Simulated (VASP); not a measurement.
Set up this calculation in VASP 6.6.1, as the native input.

```yaml
Task: single point
Functional: PBE
Potentials_or_basis: VASP PAW PBE potentials, release 64 (Al, Ni)
Cutoff: 520 eV
k_mesh: 6 × 6 × 1
Occupations: gaussian, width 0.1 eV
Spin: collinear spin, ferromagnetic start
Starting_moments: "[0.0, 0.0, 2.0, 2.0, 2.0, 2.0, 2.0, 2.0, 2.0, 2.0] μB"
Dipole_correction: no
Further_INCAR_settings: ALGO = Normal; EDIFF = 1e-06; NBANDS = 58
```

The structure of AlNi4 lies in POSCAR:

```
AlNi4
1.0
    2.5395241200      0.0000000000      0.0000000000
   -1.2697620600      2.1992924000      0.0000000000
    0.0000000000      0.0000000000     19.9858462000
Al Ni
2 8
Direct
    0.3333333300      0.6666666700      0.7500000000
    0.6666666700      0.3333333300      0.2500000000
    0.3333333300      0.6666666700      0.9500000000
    0.3333333300      0.6666666700      0.1500000000
    0.3333333300      0.6666666700      0.3500000000
    0.3333333300      0.6666666700      0.5500000000
    0.6666666700      0.3333333300      0.0500000000
    0.6666666700      0.3333333300      0.4500000000
    0.6666666700      0.3333333300      0.6500000000
    0.6666666700      0.3333333300      0.8500000000
```

These files were run (other wordings do the same):

INCAR

```
PREC = Accurate
ENCUT = 520
EDIFF = 1E-6
ISMEAR = 0
SIGMA = 0.1
LREAL = F
LASPH = T
NELM = 150
ALGO = Normal
ISIF = 2
LWAVE = F
LCHARG = F
ISPIN = 2
MAGMOM = 0 0 2 2 2 2 2 2 2 2
LORBIT = 11
LMAXMIX = 4
GGA = PE
NBANDS = 58
```

KPOINTS

```
Automatic mesh
0
Gamma
  6 6 1
```

Potentials or basis: VASP PAW PBE potentials, release 64 (Al, Ni).

Run with:

```console
$ cat potpaw_PBE.64/Al/POTCAR potpaw_PBE.64/Ni/POTCAR > POTCAR
$ mpirun -np 1 vasp_std > vasp.out
```

Results of the run:

```
Pressure                                              : 5.7 GPa
Largest force                                         : 0.364 eV/Å
Net moment                                            : 3.46 μB per cell
Site moments                                          : Al +0.00; Ni +0.59, +0.29 (each value once) μB
Valence electrons inside the program's atomic spheres : Al 0.89; Ni 9.27, 9.39 (each value once)
```

Caveat: the k points lie up to 0.48 Å⁻¹ apart.

Run time: 7.1 min on 1 thread of Intel Xeon 8259CL (shared host), peak memory 0.31 GiB.
